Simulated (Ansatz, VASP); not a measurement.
## Two plane-wave programs on ZnS

```
Zn S
1.0
     0.00000    2.70465    2.70465
     2.70465    0.00000    2.70465
     2.70465    2.70465    0.00000
Zn S
1 1
Direct
  0.00000 0.00000 0.00000
  0.75000 0.75000 0.75000
```

Alike in both runs: task single point; functional PBE; k mesh 12 × 12 × 12; occupations gaussian, width 0.05 eV; no spin polarisation.

|  | VASP | Ansatz |
| --- | --- | --- |
| version | VASP 6.6.1 | Ansatz 0.2.0 |
| potentials or method | VASP PAW PBE potentials, release 64 (Zn, S), cutoff 520 eV | scalar-relativistic, plane waves, PAW |
| valence electrons in the cell | 18 | 18 |

|  | VASP | Ansatz | Ansatz less VASP |
| --- | --- | --- | --- |
| pressure (GPa) | 1.5 | 1.4 | -0.16 |

With one functional, cell and mesh, what is left measures potentials, basis and numerics.
